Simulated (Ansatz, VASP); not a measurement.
ZnH4O3: VASP beside Ansatz

File INCAR:

```
ALGO = Normal ; EDIFF = 1E-6
EDIFFG = -0.04 ; ENCUT = 600
GGA = PE ; IBRION = 2
ISIF = 3 ; ISMEAR = 0
ISPIN = 2 ; LASPH = T
LCHARG = F ; LORBIT = 11
LREAL = F ; LWAVE = F
MAGMOM = 0 0 0 0 0 1 1 1 ; NELM = 150
NSW = 90 ; PREC = Accurate
SIGMA = 0.1
```

File KPOINTS:

```
k-points
0
Gamma
  6 6 2
```

The input POSCAR:

```
ZnH4O3
1.0
    3.0360884700      0.0000000000      0.0000000000
   -1.5180442400      2.6293297400      0.0000000000
    0.0000000000      0.0000000000      8.7457208500
Zn H O
1 4 3
Direct
    0.6666666700      0.3333333300      0.0000000000
    0.0000000000      0.0000000000      0.1150030000
    0.0000000000      0.0000000000      0.6256560100
    0.0000000000      0.0000000000      0.3743439900
    0.0000000000      0.0000000000      0.8849970000
    0.6666666700      0.3333333300      0.5000000000
    0.3333333300      0.6666666700      0.2478890000
    0.3333333300      0.6666666700      0.7521110000
```

Input for Ansatz:

```yaml
crystal:
  lattice:
    - [3.03608847, 0.0, 0.0]
    - [-1.51804424, 2.62932974, 0.0]
    - [0.0, 0.0, 8.74572085]
  atoms:
    - { symbol: Zn, position: [0.66666667, 0.33333333, 0.0] }
    - { symbol: H, position: [0.0, 0.0, 0.115003] }
    - { symbol: H, position: [0.0, 0.0, 0.62565601] }
    - { symbol: H, position: [0.0, 0.0, 0.37434399] }
    - { symbol: H, position: [0.0, 0.0, 0.884997] }
    - { symbol: O, position: [0.66666667, 0.33333333, 0.5], spin: 1.0 }
    - { symbol: O, position: [0.33333333, 0.66666667, 0.247889], spin: 1.0 }
    - { symbol: O, position: [0.33333333, 0.66666667, 0.752111], spin: 1.0 }
basis:
  ecutwfc: 420
kpoints:
  mp_grid: { grid: [6, 6, 2] }
hamiltonian:
  xc: pbe
scf:
  occupations: { method: gaussian, width: 0.1 }
  lower_state_search: "off"
output:
  forces: true
  stress: true
  eigenvalues: true
  populations: true
magnetization:
  spin_polarized: true
relax:
  adjacent_minimum: "off"
  f_tol: 0.04
  max_steps: 70
  cell: { stress_tol: 0.4 }
```

Change from the starting cell: species swapped into the Mn4Te3Se type (P-6m2, No. 187).

Alike in both runs: task relaxation of cell and atoms; functional PBE; k mesh 6 × 6 × 2; occupations gaussian, width 0.1 eV; collinear spin.

|  | VASP | Ansatz |
| --- | --- | --- |
| version | VASP 6.6.1 | Ansatz 0.2.0 |
| potentials or method | VASP PAW PBE potentials, release 64 (Zn, H, O), cutoff 600 eV | scalar-relativistic, plane waves, PAW |
| valence electrons in the cell | 34 | 34 |

|  | VASP | Ansatz | Ansatz less VASP |
| --- | --- | --- | --- |
| gap on the k mesh at the Fermi level, each at its own relaxed structure (eV) | 0.31 | 0.39 | +0.087 |
| net moment per atom (μB) | 0.00 | 0.00 | 0.000 |
| relaxed volume (Å³/atom) | 7.33 | 7.70 | +0.362 |
| relaxed length of the cell vector where the two differ most in proportion (Å) | 10.147 | 10.657 | +0.5101 |

One of these differences is far larger than is usual between the two programs; its cause wasn't traced. Ansatz's warnings: seeded moment not kept.

Noted on VASP's run: the volume moved by over 15 % at a fixed basis, so the end points are rough.
